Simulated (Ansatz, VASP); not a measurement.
## Two plane-wave programs on Cd2Se5

```
CELL_PARAMETERS angstrom
4.30000 0.00000 0.00000
-2.15000 3.72391 0.00000
0.00000 0.00000 11.30000
ATOMIC_POSITIONS crystal
Cd 0.33333 0.66667 0.11500
Cd 0.66667 0.33333 0.88500
Se 0.66667 0.33333 0.13500
Se 0.33333 0.66667 0.86500
Se 0.33333 0.66667 0.37000
Se 0.66667 0.33333 0.63000
Se 0.00000 0.00000 0.50000
```

Alike in both runs: task relaxation of cell and atoms; functional PBE; k mesh 4 × 4 × 2; occupations gaussian, width 0.2 eV; no spin polarisation.

```csv
,VASP,Ansatz
version,VASP 6.6.1,Ansatz 0.2.0
potentials or method,"VASP PAW PBE potentials, release 64 (Cd, Se), cutoff 600 eV","scalar-relativistic, plane waves, PAW"
valence electrons in the cell,54,120
```

|  | VASP | Ansatz | Ansatz less VASP |
| --- | --- | --- | --- |
| gap on the k mesh at the Fermi level, each at its own relaxed structure (eV) | none | none | - |
| relaxed volume (Å³/atom) | 28.15 | 28.07 | -0.076 |
| relaxed cell length with the largest relative difference (Å) | 12.440 | 12.416 | -0.0231 |

A gap of «none» marks a metal or a gap that the smearing closes. VASP's potentials hold 54 valence electrons a cell and Ansatz's 120, so a difference there can come from the potentials and not from the codes.

The k mesh is coarse, so the values compare programs but aren't converged.
